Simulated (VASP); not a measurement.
## InP: single point with PBE+D3(BJ)

InP, a slab with vacuum:

```
In P
1.0
     7.73375    0.00000    0.00000
     0.00000    5.46858    0.00000
     0.00000    0.00000   22.80031
In P
8 8
Direct
  0.25000 0.50000 0.37280
  0.75000 0.50000 0.37280
  0.50000 0.00000 0.45760
  0.00000 0.00000 0.45760
  0.75000 0.50000 0.55175
  0.25000 0.50000 0.55175
  0.00000 0.00000 0.62469
  0.50000 0.00000 0.62469
  0.25000 0.00000 0.37280
  0.75000 0.00000 0.37280
  0.50000 0.50000 0.45760
  0.00000 0.50000 0.45760
  0.75000 0.00000 0.54509
  0.25000 0.00000 0.54509
  0.00000 0.50000 0.63006
  0.50000 0.50000 0.63006
```

```json
{
 "Program": "VASP 6.6.1",
 "Task": "single point",
 "Functional": "PBE",
 "Dispersion": "D3(BJ)",
 "Potentials or basis": "VASP PAW PBE potentials, release 64 (In_d, P)",
 "Cutoff": "520 eV",
 "k mesh": "4 × 5 × 1",
 "Occupations": "gaussian, width 0.1 eV",
 "Spin": "no spin polarisation"
}
```

| Quantity | Value |
| --- | --- |
| Largest force | 0.739 eV/Å |
| Band gap on the k mesh | zero (bands 72 and 73 overlap by 0.99 eV) |
| Dispersion energy per atom | -0.271 eV |

Forces in eV/Å, atoms in the order of the input:
```
In   0.000  0.000  0.550
In   0.000  0.000  0.550
In   0.000  0.000 -0.739
In   0.000  0.000 -0.739
In   0.000  0.000 -0.007
In   0.000  0.000 -0.007
In   0.000  0.000  0.003
In   0.000  0.000  0.003
P    0.000  0.000  0.319
P    0.000  0.000  0.319
P    0.000  0.000 -0.128
P    0.000  0.000 -0.128
P    0.000  0.000 -0.004
P    0.000  0.000 -0.004
P    0.000  0.000  0.004
P    0.000  0.000  0.004
```

Levels at points of the mesh, in eV from the Fermi level:
| k point | band 68 | band 69 | band 70 | band 71 | band 72 | band 73 | band 74 | band 75 | band 76 | band 77 |
| --- | --- | --- | --- | --- | --- | --- | --- | --- | --- | --- |
| (0.00, 0.00, 0.00) | -1.24 | -0.89 | -0.78 | -0.77 | -0.67 | -0.62 | 0.18 | 0.20 | 0.68 | 1.13 |
| (0.50, 0.00, 0.00) | -1.27 | -1.20 | -1.20 | -1.01 | -1.01 | 0.22 | 0.22 | 0.26 | 0.26 | 1.40 |

Run time: 27 min on 1 thread of Intel(R) Xeon(R) Platinum 8488C (Sapphire Rapids) (shared host), peak memory 1.1 GiB.

Caveat: spin-orbit coupling is left out, which moves the levels of the heavy elements.
